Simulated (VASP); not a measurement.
Set up this calculation in VASP 6.6.1, as the native input.

```
Task                   : single point
Functional             : r2SCAN
Dispersion             : rVV10
Potentials or basis    : VASP PAW PBE potentials, release 64 (Ga_d, Sb, P)
Cutoff                 : 520 eV
k mesh                 : 12 × 12 × 4
Occupations            : fermi-dirac, width 0.03 eV
Spin                   : no spin polarisation
Dipole correction      : no
Further INCAR settings : ALGO = Normal; EDIFF = 1e-06; NBANDS = 32
```

Ga2SbP3:

```
CELL_PARAMETERS angstrom
3.72922 0.00000 0.00000
-1.86461 3.22960 0.00000
0.00000 0.00000 9.07833
ATOMIC_POSITIONS crystal
Ga 0.33333 0.66667 0.65367
Ga 0.66667 0.33333 0.34633
Sb 0.00000 0.00000 0.00000
P 0.33333 0.66667 0.18069
P 0.66667 0.33333 0.81931
P 0.00000 0.00000 0.50000
```

These files were run (other wordings do the same):

POSCAR

```
Ga2SbP3
1.0
    3.7292243042      0.0000000000      0.0000000000
   -1.8646121521      3.2296029838      0.0000000000
    0.0000000000      0.0000000000      9.0783300566
Ga Sb P
2 1 3
Direct
    0.3333333333      0.6666666667      0.6536687122
    0.6666666667      0.3333333333      0.3463312878
    0.0000000000      0.0000000000      0.0000000000
    0.3333333333      0.6666666667      0.1806854292
    0.6666666667      0.3333333333      0.8193145708
    0.0000000000      0.0000000000      0.5000000000
```

INCAR.step1

```
PREC     = Accurate       # precision mode
ENCUT    = 520            # plane-wave cutoff, eV
ISMEAR   = -1             # smearing method
SIGMA    = 0.03           # smearing width, eV
LREAL    = False          # projectors in reciprocal space
LASPH    = True           # aspherical terms in the spheres
NELM     = 80             # most SCF steps
NBANDS   = 32             # bands
GGA      = PE             # functional
ALGO     = Normal         # electronic algorithm
EDIFF    = 1E-4           # SCF threshold, eV
LWAVE    = True           # write WAVECAR
LCHARG   = False          # write CHGCAR
```

INCAR.step2

```
PREC     = Accurate       # precision mode
ENCUT    = 520            # plane-wave cutoff, eV
EDIFF    = 1E-6           # SCF threshold, eV
ISMEAR   = -1             # smearing method
SIGMA    = 0.03           # smearing width, eV
LREAL    = False          # projectors in reciprocal space
LASPH    = True           # aspherical terms in the spheres
NELM     = 80             # most SCF steps
ALGO     = Normal         # electronic algorithm
ISIF     = 2              # what is computed and relaxed
LWAVE    = False          # write WAVECAR
LCHARG   = True           # write CHGCAR
METAGGA  = R2SCAN         # meta-GGA
LMIXTAU  = True         
LUSE_VDW = True         
IVDW_NL  = 2            
BPARAM   = 11.95        
CPARAM   = 0.0093       
LELF     = True           # ELF
LVHAR    = True         
NBANDS   = 32             # bands
ISTART   = 1
```

KPOINTS

```
regular mesh
0
Gamma
  12 12 4
```

Potentials or basis: VASP PAW PBE potentials, release 64 (Ga_d, Sb, P).

The run is started by

```console
$ cat potpaw_PBE.64/Ga_d/POTCAR potpaw_PBE.64/Sb/POTCAR potpaw_PBE.64/P/POTCAR > POTCAR
$ cp INCAR.step1 INCAR
$ mpirun -np 1 vasp_std > vasp.out
$ cp INCAR.step2 INCAR
$ mpirun -np 1 vasp_std > vasp.out
```

Results of the run:

```json
{
  "Pressure": "0.0 GPa",
  "Largest force": "0.016 eV/Å",
  "Band gap on the k mesh": "zero (bands 23 and 24 overlap by 2.40 eV)"
}
```

Caveat: the PAW data sets were made with another functional, which shifts forces and pressure a little; spin-orbit coupling is left out, which moves the levels of the heavy elements.

It took 29 min on 1 thread of Intel Xeon 8259CL, with other jobs on the host, peak memory 0.59 GiB.
